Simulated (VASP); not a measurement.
A run of VASP 6.6.1 is set up as follows.

File POSCAR:

```
RbRhI4
1.0
    2.6930443513      1.5548298811      8.8122082427
   -2.6930443513      1.5548298811      8.8122082427
    0.0000000000     -3.1096597623      8.8122082427
Rb Rh I
1 1 4
Direct
    0.0000000000      0.0000000000      0.0000000000
    0.5000000000      0.5000000000      0.5000000000
    0.6000794288      0.6000794288      0.6000794288
    0.8335456729      0.8335456729      0.8335456729
    0.1664543271      0.1664543271      0.1664543271
    0.3999205712      0.3999205712      0.3999205712
```

Contents of INCAR.step1:

```
ALGO = Normal
EDIFF = 1E-4
ENCUT = 520
GGA = PE
ISMEAR = -1
LASPH = T
LCHARG = F
LREAL = F
LWAVE = T
NBANDS = 35
NELM = 100
PREC = Accurate
SIGMA = 0.03
```

File INCAR.step2:

```
ALGO = Normal
BPARAM = 11.95
CPARAM = 0.0093
EDIFF = 1E-6
ENCUT = 520
ISIF = 2
ISMEAR = -1
ISTART = 1
IVDW_NL = 2
LASPH = T
LCHARG = F
LMIXTAU = T
LREAL = F
LUSE_VDW = T
LWAVE = F
METAGGA = R2SCAN
NBANDS = 35
NELM = 100
PREC = Accurate
SIGMA = 0.03
```

File KPOINTS:

```
k-points
0
Gamma
  6 6 6
```

Potentials or basis: VASP PAW PBE potentials, release 64 (Rb_sv, Rh_pv, I).

Command:

```sh
$ cat potpaw_PBE.64/Rb_sv/POTCAR potpaw_PBE.64/Rh_pv/POTCAR potpaw_PBE.64/I/POTCAR > POTCAR
$ cp INCAR.step1 INCAR
$ mpirun -np 1 vasp_std > vasp.out
$ cp INCAR.step2 INCAR
$ mpirun -np 1 vasp_std > vasp.out
```

(1) What does it give for the largest force?

(2) Predict the pressure.

(3) What does it give for the band gap on the k mesh?

Answers

(1) 0.010 eV/Å.

(2) 0.2 GPa.

(3) zero (bands 26 and 27 overlap by 0.03 eV).

Caveat: the PAW data sets were made with another functional, which shifts forces and pressure a little; spin-orbit coupling is left out, which moves the levels of the heavy elements.
